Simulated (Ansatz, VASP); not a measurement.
## Ti: VASP beside Ansatz

```
Ti
1.0
     2.98882    0.00000    0.00000
    -1.49441    2.58839    0.00000
     0.00000    0.00000    4.74766
Ti
2
Direct
  0.33333 0.66667 0.25000
  0.66667 0.33333 0.75000
```

Change from the starting cell: volume scaled by 1.04, crystal datasets.

Alike in both runs: task electric field gradients; functional PBEsol; k mesh 14 × 14 × 8; occupations fermi-dirac, width 0.05 eV; no spin polarisation.

|  | VASP | Ansatz |
| --- | --- | --- |
| version | VASP 6.6.1 | Ansatz 0.2.0 |
| potentials or method | VASP PAW PBE potentials, release 64 (Ti_sv), cutoff 520 eV | all-electron PAW with datasets made for the crystal, scalar-relativistic |

```csv
,VASP,Ansatz,Ansatz less VASP
pressure (GPa),-9.6,-9.4,+0.14
"traceless stress, the component that is largest in VASP (GPa)",-0.39,-0.39,-0.001
size of Vzz on the site where it differs most (V/Å²),15.1,16.6,+1.56
```

VASP's potentials were made for PBE, not for PBEsol. Ansatz ran all-electron here, and VASP with PAW potentials.
